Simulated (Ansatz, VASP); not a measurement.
## Ni in VASP and in Ansatz

File INCAR:

```
SYSTEM = Ni
ALGO     = Normal         ! electronic algorithm
EDIFF    = 1E-6           ! SCF threshold, eV
EDIFFG   = -0.01          ! ionic threshold
ENCUT    = 600            ! plane-wave cutoff, eV
IBRION   = 2              ! ionic algorithm
ISIF     = 3              ! what is computed and relaxed
ISMEAR   = -1             ! smearing method
LASPH    = .TRUE.         ! aspherical terms in the spheres
LCHARG   = .FALSE.        ! write CHGCAR
LREAL    = .FALSE.        ! projectors in reciprocal space
LWAVE    = .FALSE.        ! write WAVECAR
NELM     = 60             ! most SCF steps
NSW      = 80             ! ionic steps
PREC     = Accurate       ! precision mode
SIGMA    = 0.1            ! smearing width, eV
```

File KPOINTS:

```
k-points
0
G
  14 14 14
  0 0 0
```

Contents of POSCAR:

```
Ni
1.0
    2.2775907947      0.0000000000      0.0000000000
    0.0000000000      2.2775907947      0.0000000000
    0.0000000000      0.0000000000      2.2775907947
Ni
1
Direct
    0.0000000000      0.0000000000      0.0000000000
```

Input for Ansatz:

```yaml
crystal:
  lattice:
    - [2.2775907947, 0.0, 0.0]
    - [0.0, 2.2775907947, 0.0]
    - [0.0, 0.0, 2.2775907947]
  atoms:
    - { symbol: Ni, position: [0.0, 0.0, 0.0] }
hamiltonian:
  xc: lda
  pseudopotentials:
    kind: paw
    azcp:
      Ni: "pseudopotentials/Ni.paw.azcp"
basis:
  ecutwfc: 420
  fft_grid_basis: typed
kpoints:
  mp_grid: { grid: [14, 14, 14], shift: [0, 0, 0] }
magnetization:
  spin_polarized: false
scf:
  occupations: { method: fermi_dirac, width: 0.1 }
relax:
  max_steps: 60
  f_tol: 0.01
  cell: {}
```

Alike in both runs: task relaxation of cell and atoms; functional LDA; k mesh 14 × 14 × 14; occupations fermi-dirac, width 0.1 eV; no spin polarisation.

```csv
,VASP,Ansatz
version,VASP 6.6.1,Ansatz 0.2.0
potentials or method,"VASP PAW LDA potentials, release 64 (Ni), cutoff 600 eV","plane waves (420 eV) with PAW, scalar-relativistic"
valence electrons in the cell,10,18
```

Ansatz gave:

```
relaxed volume (Å³/atom)                                     : 11.53
relaxed cell length with the largest relative difference (Å) : 2.259
```

Problem. Estimate VASP's values.

Solution. Relaxed volume (Å³/atom): 11.51; relaxed cell length with the largest relative difference (Å): 2.258.

Ansatz warns that its potentials were made for another functional, while VASP's fit it. LDA's correlation is that of Perdew and Zunger in VASP and of Perdew and Wang (1992) in Ansatz. VASP's potentials hold 10 valence electrons a cell and Ansatz's 18, so a difference there can come from the potentials and not from the codes.
